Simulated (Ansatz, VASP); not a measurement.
## Au: VASP beside Ansatz

```
Au
1.0
     2.95067    0.00000    0.00000
    -1.47533    2.55535    0.00000
     0.00000    0.00000    4.96526
Au
2
Direct
  0.33333 0.66667 0.75000
  0.66667 0.33333 0.25000
```

Alike in both runs: task single point; functional PBEsol; k mesh 13 × 13 × 7; no spin polarisation.

|  | VASP | Ansatz |
| --- | --- | --- |
| version | VASP 6.6.1 | Ansatz 0.2.0 |
| potentials or method | VASP PAW PBE potentials, release 64 (Au), cutoff 520 eV | plane waves, PAW |
| occupations | fermi-dirac, width 0.1 eV | fermi-dirac |
| valence electrons in the cell | 22 | 38 |

```tsv
	VASP	Ansatz	Ansatz less VASP
pressure (GPa)	-12.7	-12.5	+0.18
traceless stress, the component that is largest in VASP (GPa)	0.27	0.27	+0.005
```

VASP's potentials were made for PBE, not for PBEsol. VASP's potentials hold 22 valence electrons a cell and Ansatz's 38, so a difference there can come from the potentials and not from the codes.

Neither program's run includes spin-orbit coupling.
